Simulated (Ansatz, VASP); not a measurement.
One calculation of AgRh, two programs

File INCAR:

```
  ALGO = Normal
  EDIFF = 1E-7
  ENCUT = 520
  GGA = PE
  ISIF = 2
  ISMEAR = -1
  ISPIN = 2
  LASPH = T
  LCHARG = F
  LMAXMIX = 4
  LORBIT = 11
  LREAL = F
  LWAVE = F
  MAGMOM = 0 1
  NBANDS = 24
  NELM = 150
  PREC = Accurate
  SIGMA = 0.05
```

File KPOINTS:

```
k-points
0
Gamma
  14 14 7
```

POSCAR

```
AgRh
1.0
    2.9920661862      0.0000000000      0.0000000000
   -1.4960330931      2.5912053270      0.0000000000
    0.0000000000      0.0000000000      5.1799094797
Ag Rh
1 1
Direct
    0.0000000000      0.0000000000      0.5000000000
    0.6666666667      0.3333333333      0.0000000000
```

Input for Ansatz:

```yaml
crystal:
  lattice:
    - [2.9920661862, 0.0, 0.0]
    - [-1.4960330931, 2.591205327, 0.0]
    - [0.0, 0.0, 5.1799094797]
  atoms:
    - { symbol: Ag, position: [0.0, 0.0, 0.5] }
    - { symbol: Rh, position: [0.6666666667, 0.3333333333, 0.0], spin: 1.0 }
magnetization:
  spin_polarized: true
kpoints:
  mp_grid: { grid: [14, 14, 7] }
scf:
  occupations: { method: fermi_dirac, width: 0.05 }
hamiltonian:
  xc: pbe
  pseudopotentials: { kind: all_electron, lapw: { basis_error: 0.001 } }
output:
  forces: true
  stress: true
  eigenvalues: false
  populations: true
```

Change from the starting cell: volume scaled by 1.25, LAPW.

Alike in both runs: task single point; functional PBE; k mesh 14 × 14 × 7; occupations fermi-dirac, width 0.05 eV; collinear spin.

|  | VASP | Ansatz |
| --- | --- | --- |
| version | VASP 6.6.1 | Ansatz 0.2.0 |
| potentials or method | VASP PAW PBE potentials, release 64 (Ag, Rh_pv), cutoff 520 eV | all-electron LAPW, scalar-relativistic |

```csv
,VASP,Ansatz,Ansatz less VASP
pressure (GPa),-19.0,-19.0,-0.03
"traceless stress, the component that is largest in VASP (GPa)",1.89,1.92,+0.027
net moment per atom (μB),0.33,0.33,-0.002
size of the moment on the site where the two differ most (μB),0.67,0.67,+0.004
```

Site moments also hang on the region over which each program counts them. Ansatz ran all-electron here, and VASP with PAW potentials.
